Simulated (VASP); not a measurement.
# SrTe3Ir (Pm-3m) in VASP: notebook

Runs on SrTe3Ir. Level: LDA. Tasks: single point, relaxation of cell and atoms.

Everything below comes from runs of VASP 6.6.1. Logs are shortened: lines on timing, memory, paths and dates and some standing lists are left out, and cuts for length are marked.

### 1 The cell of the first run

It takes space group Pm-3m (No. 221, cubic). Conventional cell: a = 5.252 Å, b = 5.252 Å, c = 5.252 Å, α = 90.00°, β = 90.00°, γ = 90.00°. Sr (site symmetry m-3m) has 12 Te at 3.71 Å and 8 Ir at 4.55 Å within 4.9 Å. Within 3.5 Å of Ir (site symmetry m-3m) lie 6 Te at 2.63 Å. Within 3.5 Å of Te (site symmetry 4/mmm) lie 2 Ir at 2.63 Å.

### 2 Single point, LDA

INCAR

```
SYSTEM = SrTe3Ir
PREC = Accurate ; ENCUT = 520
EDIFF = 1E-6 ; ISMEAR = -1
SIGMA = 0.1 ; LREAL = .FALSE.
LASPH = .TRUE. ; NELM = 80
ALGO = Normal ; ISIF = 2
LWAVE = .FALSE. ; LCHARG = .FALSE.
GGA = CA ; NBANDS = 26
```

KPOINTS

```
regular mesh
0
G
  6 6 6
  0 0 0
```

POSCAR

```
SrTe3Ir
1.0
    5.2522041198      0.0000000000      0.0000000000
    0.0000000000      5.2522041198      0.0000000000
    0.0000000000      0.0000000000      5.2522041198
Sr Ir Te
1 1 3
Direct
    0.0000000000      0.0000000000      0.0000000000
    0.5000000000      0.5000000000      0.5000000000
    0.5000000000      0.5000000000      0.0000000000
    0.0000000000      0.5000000000      0.5000000000
    0.5000000000      0.0000000000      0.5000000000
```

Potentials or basis: VASP PAW LDA potentials, release 64 (Sr_sv, Ir, Te).

Launch:

```bash
cat potpaw_LDA.64/Sr_sv/POTCAR potpaw_LDA.64/Ir/POTCAR potpaw_LDA.64/Te/POTCAR > POTCAR
mpirun -np 1 vasp_std > vasp.out
```

OUTCAR:

```text
SYSTEM = SrTe3Ir
   PREC = Accurate
   ENCUT = 520
   EDIFF = 1E-6
   ISMEAR = -1
   LREAL = .FALSE.
   LASPH = .TRUE.
   NELM = 80
   ISIF = 2
   GGA = CA

 ion  position               nearest neighbor table
   1  0.000  0.000  0.000-   3 3.71   4 3.71   5 3.71   4 3.71   5 3.71   3 3.71   4 3.71   4 3.71
                             3 3.71   5 3.71   5 3.71   3 3.71
   2  0.500  0.500  0.500-   3 2.63   4 2.63   5 2.63   3 2.63   5 2.63   4 2.63
   3  0.500  0.500  0.000-   2 2.63   2 2.63   1 3.71   1 3.71   1 3.71   1 3.71
   4  0.000  0.500  0.500-   2 2.63   2 2.63   1 3.71   1 3.71   1 3.71   1 3.71
   5  0.500  0.000  0.500-   2 2.63   2 2.63   1 3.71   1 3.71   1 3.71   1 3.71

  LATTYP: Found a simple cubic cell.
 ALAT       =     5.2522041198

  Lattice vectors:

 A1 = (   5.2522041198,   0.0000000000,   0.0000000000)
 A2 = (   0.0000000000,   5.2522041198,   0.0000000000)
 A3 = (   0.0000000000,   0.0000000000,   5.2522041198)

Analysis of symmetry for initial positions (statically):
=====================================================================
 Subroutine PRICEL returns:
 Original cell was already a primitive cell.

 Routine SETGRP: Setting up the symmetry group for a
 simple cubic supercell.

 Subroutine GETGRP returns: Found 48 space group operations
 (whereof 48 operations were pure point group operations)
 out of a pool of 48 trial point group operations.

The static configuration has the point symmetry O_h .

Analysis of symmetry for dynamics (positions and initial velocities):
=====================================================================
 Subroutine PRICEL returns:
 Original cell was already a primitive cell.

 Routine SETGRP: Setting up the symmetry group for a
 simple cubic supercell.

 Subroutine GETGRP returns: Found 48 space group operations
 (whereof 48 operations were pure point group operations)
 out of a pool of 48 trial point group operations.

The dynamic configuration has the point symmetry O_h .

 Subroutine INISYM returns: Found 48 space group operations
 (whereof 48 operations are pure point group operations),
 and found     1 'primitive' translations

----------------------------------------------------------------------------------------

                                     Primitive cell

  volume of cell :     144.8855

  direct lattice vectors                    reciprocal lattice vectors
     5.252204120  0.000000000  0.000000000     0.190396256  0.000000000  0.000000000
     0.000000000  5.252204120  0.000000000     0.000000000  0.190396256  0.000000000
[... 89 lines left out ...]
   NSW    =      0    number of steps for IOM
   IBRION =     -1    ionic relax: 0-MD 1-quasi-New 2-CG
   NFREE  =      0    steps in history (QN), initial steepest desc. (CG)
   ISIF   =      2    stress and relaxation
   ISYM   =      2    0-nonsym 1-usesym 2-fastsym
   POTIM  = 0.5000    time-step for ionic-motion
   TEBEG  =    0.0;   TEEND  =   0.0 temperature during run
   PSTRESS=    0.0 pullay stress
   NELECT =      37.0000    total number of electrons
   NUPDOWN=      -1.0000    fix difference up-down
   EMIN   =  10.00;   EMAX   =-10.00  energy-range for DOS
   EFERMI =   0.00;   METHOD = LEGACY
   ISMEAR =    -1;   SIGMA  =   0.10  broadening in eV -4-tet -1-fermi 0-gaus
   EFERMI_NEDOS =   21; number of points for ismear=-14 and -15
   IALGO  =     38    algorithm
   IMIX   =      4    mixing-type and parameters
     AMIX     =   0.40;   BMIX     =  1.00
     AMIX_MAG =   1.60;   BMIX_MAG =  1.00
  volume/ion in A,a.u.               =      28.98       195.55
  Fermi-wavevector in a.u.,A,eV,Ry     =   1.038645  1.962754 14.677740  1.078783
  Thomas-Fermi vector in A             =   2.173139
   LORBIT       =      0    0 simple, 1 ext, 2 COOP (PROOUT), +10 PAW based schemes
   GGA     = CA    functional components
   LHFCALC =     F    Hartree Fock is set to
   AEXX    =    0.0000 exact exchange contribution
   IVDW    =     0    specifies the selected vdW correction
   LEPSILON=     F    determine dielectric tensor
   LRPA    =     F    only Hartree local field effects (RPA)
 non-spin polarized calculation
  energy-cutoff  :      520.00
  volume of cell :      144.89
 maximum number of plane-waves:      3948
 NGX is ok and might be reduce to    40
   NGX = 19   NGY = 19   NGZ = 19

 number of electron      36.9999997 magnetization

 Free energy of the ion-electron system (eV)
  ---------------------------------------------------
  ext. energy  EPLUGINS =         0.00000000
  ---------------------------------------------------
  free energy    TOTEN  =       -25.10946646 eV

  energy without entropy =      -24.91033264  energy(sigma->0) =      -25.00989955

 E-fermi :   5.6869     XC(G=0):  -9.8917

 val. band max:        5.6772934289   @ k =   0.3333   0.3333   0.1667
 cond. band min:       5.7109576817   @ k =   0.1667   0.1667   0.0000
 fundamental gap:      0.0336642528
 Fermi energy:         5.6869362581

 k-point     1 :       0.0000    0.0000    0.0000
  band No.  band energies     occupation
      1     -29.9890      2.00000
      2     -12.0529      2.00000
      3     -12.0529      2.00000
      4     -12.0529      2.00000
      5      -7.0169      2.00000
      6      -5.0205      2.00000
[... 569 lines left out ...]
     25       9.7877      0.00000
     26      10.9928      0.00000

------------------------ aborting loop because EDIFF is reached ----------------------------------------

  FORCE on cell =-STRESS in cart. coord.  units (eV):
  Direction    XX          YY          ZZ          XY          YZ          ZX
  --------------------------------------------------------------------------------------
  -------------------------------------------------------------------------------------
  Total        0.1662893      0.1662893      0.1662893     -0.0000000      0.0000000      0.0000000
  in kB        1.8388664      1.8388664      1.8388664     -0.0000000      0.0000000      0.0000000
  external PRESSURE =       1.8388664 kB  Pullay stress =       0.0000000 kB

 VOLUME and BASIS-vectors are now :
 -----------------------------------------------------------------------------
  energy-cutoff  :      520.00
  volume of cell :      144.89
      direct lattice vectors                 reciprocal lattice vectors
     5.252204120  0.000000000  0.000000000     0.190396256  0.000000000  0.000000000
     0.000000000  5.252204120  0.000000000     0.000000000  0.190396256  0.000000000
     0.000000000  0.000000000  5.252204120     0.000000000  0.000000000  0.190396256

 POSITION                                       TOTAL-FORCE (eV/Angst)
 -----------------------------------------------------------------------------------
      0.00000      0.00000      0.00000         0.000000      0.000000      0.000000
      2.62610      2.62610      2.62610         0.000000      0.000000      0.000000
      2.62610      2.62610      0.00000         0.000000      0.000000      0.000000
      0.00000      2.62610      2.62610         0.000000      0.000000      0.000000
      2.62610      0.00000      2.62610         0.000000      0.000000      0.000000
 -----------------------------------------------------------------------------------
    total drift:                                0.000000     -0.000000     -0.000000

  FREE ENERGIE OF THE ION-ELECTRON SYSTEM (eV)
  ---------------------------------------------------
  free  energy   TOTEN  =       -25.1094664628 eV

  energy  without entropy=      -24.9103326367  energy(sigma->0) =      -25.00989955
```

stdout:

```text
POSCAR found type information on POSCAR SrIrTe
 POSCAR found :  3 types and       5 ions
 scaLAPACK will be used
 LDA part: xc-table for (Slater(with rela. corr.)+CA(PZ))
 , standard interpolation
 POSCAR, INCAR and KPOINTS ok, starting setup
 FFT: planning ... GRIDC
 FFT: planning ... GRID_SOFT
 FFT: planning ... GRID
 WAVECAR not read
 entering main loop
```

Wall time 2.7 min (1 thread of Intel Xeon 8259CL, shared host); peak memory 0.25 GiB.

Results:

* Free energy: -25.1095 eV
* Pressure: 0.2 GPa
* Band gap on the k mesh: zero (an odd number of electrons rules out a gap without spin polarisation)

Caveat: spin-orbit coupling is left out, which moves the levels of the heavy elements; an odd number of electrons without spin polarisation forces a metal; a magnetic or distorted state may lie lower.

### 3 Relaxation of cell and atoms, LDA

This run uses another cell than the first one, of 19.98 Å³/atom.

INCAR

```
PREC = Accurate
ENCUT = 600
EDIFF = 1E-6
ISMEAR = -1
SIGMA = 0.1
LREAL = F
LASPH = T
NELM = 80
ALGO = Normal
ISIF = 3
LWAVE = F
LCHARG = F
GGA = CA
IBRION = 2
NSW = 80
EDIFFG = -0.03
```

KPOINTS

```
Automatic mesh
0
Gamma
  6 6 6
```

Edit POSCAR of step 2 so:

```diff
@@ -2,5 +2,5 @@
 1.0
-    5.2522041198      0.0000000000      0.0000000000
-    0.0000000000      5.2522041198      0.0000000000
-    0.0000000000      0.0000000000      5.2522041198
+    4.6400000000      0.0000000000      0.0000000000
+    0.0000000000      4.6400000000      0.0000000000
+    0.0000000000      0.0000000000      4.6400000000
 Sr Ir Te
```

Potentials or basis: VASP PAW LDA potentials, release 64 (Sr_sv, Ir, Te).

Launch:

```bash
cat potpaw_LDA.64/Sr_sv/POTCAR potpaw_LDA.64/Ir/POTCAR potpaw_LDA.64/Te/POTCAR > POTCAR
mpirun -np 1 vasp_std > vasp.out
```

OUTCAR:

```text
PREC = Accurate
   ENCUT = 600
   EDIFF = 1E-6
   ISMEAR = -1
   LREAL = F
   LASPH = T
   NELM = 80
   ISIF = 3
   GGA = CA
   IBRION = 2
   NSW = 80
   EDIFFG = -0.03

 ion  position               nearest neighbor table
   1  0.000  0.000  0.000-   3 3.28   4 3.28   5 3.28   4 3.28   5 3.28   3 3.28   4 3.28   4 3.28
                             3 3.28   5 3.28   5 3.28   3 3.28   2 4.02   2 4.02   2 4.02   2 4.02
   2  0.500  0.500  0.500-   3 2.32   4 2.32   5 2.32   3 2.32   5 2.32   4 2.32   1 4.02   1 4.02
                             1 4.02   1 4.02   1 4.02   1 4.02   1 4.02   1 4.02
   3  0.500  0.500  0.000-   2 2.32   2 2.32   4 3.28   5 3.28   1 3.28   4 3.28   5 3.28   1 3.28
                             5 3.28   5 3.28   1 3.28   4 3.28   4 3.28   1 3.28
   4  0.000  0.500  0.500-   2 2.32   2 2.32   3 3.28   5 3.28   1 3.28   3 3.28   1 3.28   5 3.28
                             1 3.28   1 3.28   3 3.28   5 3.28   3 3.28   5 3.28
   5  0.500  0.000  0.500-   2 2.32   2 2.32   3 3.28   4 3.28   1 3.28   3 3.28   1 3.28   3 3.28
                             4 3.28   3 3.28   1 3.28   4 3.28   1 3.28   4 3.28

  LATTYP: Found a simple cubic cell.
 ALAT       =     4.6400000000

  Lattice vectors:

 A1 = (   4.6400000000,   0.0000000000,   0.0000000000)
 A2 = (   0.0000000000,   4.6400000000,   0.0000000000)
 A3 = (   0.0000000000,   0.0000000000,   4.6400000000)

Analysis of symmetry for initial positions (statically):
=====================================================================
 Subroutine PRICEL returns:
 Original cell was already a primitive cell.

 Routine SETGRP: Setting up the symmetry group for a
[... 146 lines left out ...]
   GGA     = CA    functional components
   LHFCALC =     F    Hartree Fock is set to
   AEXX    =    0.0000 exact exchange contribution
   IVDW    =     0    specifies the selected vdW correction
   LEPSILON=     F    determine dielectric tensor
   LRPA    =     F    only Hartree local field effects (RPA)
 conjugate gradient relaxation of ions
 non-spin polarized calculation
  energy-cutoff  :      600.00
  volume of cell :       99.90
 maximum number of plane-waves:      3362
 NGX is ok and might be reduce to    40
   NGX = 19   NGY = 19   NGZ = 19

--------------------------------------- Ionic step        1  -------------------------------------------

 number of electron      37.0000001 magnetization

 Free energy of the ion-electron system (eV)
  ---------------------------------------------------
  ext. energy  EPLUGINS =         0.00000000
  ---------------------------------------------------
  free energy    TOTEN  =       -18.85633915 eV

  energy without entropy =      -18.74496269  energy(sigma->0) =      -18.80065092

 E-fermi :  10.5026     XC(G=0): -11.5942

 val. band max:       10.4743980154   @ k =   0.3333   0.3333   0.1667
 cond. band min:      10.5622466772   @ k =   0.0000   0.0000   0.0000
 fundamental gap:      0.0878486618
 Fermi energy:        10.5025696301
[... 1160 lines left out ...]
--------------------------------------- Ionic step        5  -------------------------------------------

 number of electron      36.9999998 magnetization

 Free energy of the ion-electron system (eV)
  ---------------------------------------------------
  ext. energy  EPLUGINS =         0.00000000
  ---------------------------------------------------
  free energy    TOTEN  =       -25.10494281 eV

  energy without entropy =      -24.90548638  energy(sigma->0) =      -25.00521459

 E-fermi :   5.6704     XC(G=0):  -9.8851

 val. band max:        5.6609017622   @ k =   0.3333   0.3333   0.1667
 cond. band min:       5.6938552912   @ k =   0.1667   0.1667   0.0000
 fundamental gap:      0.0329535290
 Fermi energy:         5.6703972728
[... 530 lines left out ...]
  FREE ENERGIE OF THE ION-ELECTRON SYSTEM (eV)
  ---------------------------------------------------
  free  energy   TOTEN  =       -25.1049428060 eV

  energy  without entropy=      -24.9054863820  energy(sigma->0) =      -25.00521459

 reached required accuracy - stopping structural energy minimisation
```

OSZICAR:

```text
N       E                     dE             d eps       ncg     rms          rms(c)
DAV:   1     0.318487058416E+03    0.31849E+03   -0.17335E+04   880   0.169E+03
DAV:   2     0.123346602905E+02   -0.30615E+03   -0.29678E+03   918   0.369E+02
DAV:   3    -0.178362305965E+02   -0.30171E+02   -0.29492E+02  1164   0.101E+02
[... 66 lines left out ...]
DAV:   5    -0.251045903812E+02    0.96928E-03   -0.60511E-03  1544   0.695E-01    0.385E-01
DAV:   6    -0.251049396466E+02   -0.34927E-03   -0.93701E-04  1608   0.235E-01    0.145E-01
DAV:   7    -0.251049433104E+02   -0.36638E-05   -0.49551E-04  1484   0.208E-01    0.181E-02
DAV:   8    -0.251049429355E+02    0.37486E-06   -0.28506E-05  1194   0.453E-02    0.160E-02
DAV:   9    -0.251049428060E+02    0.12957E-06   -0.18469E-06   870   0.728E-03
   5 F= -.25104943E+02 E0= -.25005215E+02  d E =-.624860E+01
```

CONTCAR:

```text
SrTe3Ir
   1.00000000000000
     5.2548850592662735    0.0000000000000000   -0.0000000000000000
    -0.0000000000000000    5.2548850592662735   -0.0000000000000000
     0.0000000000000000   -0.0000000000000000    5.2548850592662735
  Sr              Ir              Te
     1     1     3
Direct
     0.0000000000000000    0.0000000000000000    0.0000000000000000
     0.5000000000000000    0.5000000000000000    0.5000000000000000
     0.5000000000000000    0.5000000000000000    0.0000000000000000
     0.0000000000000000    0.5000000000000000    0.5000000000000000
     0.5000000000000000    0.0000000000000000    0.5000000000000000

  0.00000000E+00  0.00000000E+00  0.00000000E+00
  0.00000000E+00  0.00000000E+00  0.00000000E+00
  0.00000000E+00  0.00000000E+00  0.00000000E+00
  0.00000000E+00  0.00000000E+00  0.00000000E+00
  0.00000000E+00  0.00000000E+00  0.00000000E+00
```

Wall time 12 min (1 thread of Intel Xeon 8259CL, shared host); peak memory 0.25 GiB.

What came out:

```
Free energy                           : -25.1049 eV
Relaxed volume                        : 29.02 Å³/atom
Relaxed cell                          : a = 5.255 Å, b = 5.255 Å, c = 5.255 Å, α = 90.00°, β = 90.00°, γ = 90.00°
Space group after relaxing (to 0.1 Å) : Pm-3m (No. 221)
Energy gained by relaxing             : 1249.7 meV/atom
Ionic steps                           : 5
Pressure after relaxing               : 0.1 GPa
Band gap on the k mesh                : zero (an odd number of electrons rules out a gap without spin polarisation)
```

The path:
| step | energy change (eV) | largest force (eV/Å) | pressure (GPa) | volume (Å³) |
| --- | --- | --- | --- | --- |
| 1 | 0.0000 | 0.0000 | 62.45 | 99.90 |
| 2 | 0.1469 | 0.0000 | -10.06 | 260.11 |
| 3 | -6.1705 | 0.0000 | -3.16 | 152.85 |
| 4 | -6.2334 | 0.0000 | -1.48 | 148.54 |
| 5 | -6.2486 | 0.0000 | 0.08 | 145.11 |

Final structure:
```
CELL_PARAMETERS angstrom
5.25489 0.00000 0.00000
0.00000 5.25489 0.00000
0.00000 0.00000 5.25489
ATOMIC_POSITIONS crystal
Sr 0.00000 0.00000 0.00000
Ir 0.50000 0.50000 0.50000
Te 0.50000 0.50000 0.00000
Te 0.00000 0.50000 0.50000
Te 0.50000 0.00000 0.50000
```

Levels at points of the mesh, in eV from the Fermi level:
```
           k point  band 16  band 17  band 18  band 19  band 20  band 21  band 22
(0.00, 0.00, 0.00)    -1.04    -1.04    -1.04     0.04     0.04     0.04     0.07
(0.50, 0.00, 0.00)    -0.99    -0.50    -0.50    -0.01     0.13     0.13     3.29
(0.50, 0.50, 0.00)    -0.80    -0.56    -0.09    -0.09     0.56     2.97     3.76
(0.50, 0.50, 0.50)    -0.50     0.80     0.80     0.80     1.17     3.47     3.47
```

Caveat: the volume moved by over 15 % at a fixed basis, so the end points are rough; the highest band is partly filled, so the run has too few bands; spin-orbit coupling is left out, which moves the levels of the heavy elements; an odd number of electrons without spin polarisation forces a metal; a magnetic or distorted state may lie lower.

The gap in the log of VASP goes by the Fermi energy; the results here count the filled bands.